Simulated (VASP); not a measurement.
Here is a VASP 6.6.1 calculation.

The input INCAR:

```
ALGO = Normal
EDIFF = 1E-8
ENCUT = 520
GGA = PS
ISIF = 2
ISMEAR = -1
LASPH = True
LCHARG = False
LEFG = True
LREAL = False
LWAVE = False
NBANDS = 12
NELM = 100
PREC = Accurate
SIGMA = 0.03
```

The input KPOINTS:

```
k-points
0
Gamma
  15 15 15
```

POSCAR

```
Ag
1.0
    0.0000000000      2.0699859780      2.0699859780
    2.0699859780      0.0000000000      2.0699859780
    2.0699859780      2.0699859780      0.0000000000
Ag
1
Direct
    0.0000000000      0.0000000000      0.0000000000
```

Potentials or basis: VASP PAW PBE potentials, release 64 (Ag).

Command:

```sh
$ cat potpaw_PBE.64/Ag/POTCAR > POTCAR
$ mpirun -np 1 vasp_std > vasp.out
```

Question: Estimate the pressure.

Answer: -6.5 GPa.

Caveat: without QUAD_EFG the Cq values of the log hold for a quadrupole moment of 1 mb, not for the nuclei; the PAW data sets were made with another functional, which shifts forces and pressure a little.
